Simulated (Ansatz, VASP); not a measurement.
# I: VASP beside Ansatz

```
I
1.0
     6.06863    0.00000    0.00000
     0.00000    6.06863    0.00000
     0.00000    0.00000   24.43675
I
2
Cartesian
  -0.0015 2.7505 17.3860
  3.0325 3.2823 17.3872
```

Alike in both runs: task single point; functional PBE; dispersion D3(BJ); k mesh 3 × 3 × 1; occupations gaussian, width 0.1 eV; no spin polarisation.

|  | VASP | Ansatz |
| --- | --- | --- |
| version | VASP 6.6.1 | Ansatz 0.2.0 |
| potentials or method | VASP PAW PBE potentials, release 64 (I), cutoff 520 eV | scalar-relativistic, plane waves, PAW |
| valence electrons in the cell | 14 | 34 |

VASP gave:

```
gap on the k mesh at the Fermi level (eV) : 0.81
rms of the force components (eV/Å)        : 0.201
```

Task: What did Ansatz give for the same quantities?

Result: gap on the k mesh at the Fermi level (eV): 0.80; rms of the force components (eV/Å): 0.206.

Atom by atom the forces differ by 0.004 eV/Å (rms over components). VASP's potentials hold 14 valence electrons a cell and Ansatz's 34, so a difference there can come from the potentials and not from the codes.

Neither program's run includes spin-orbit coupling.
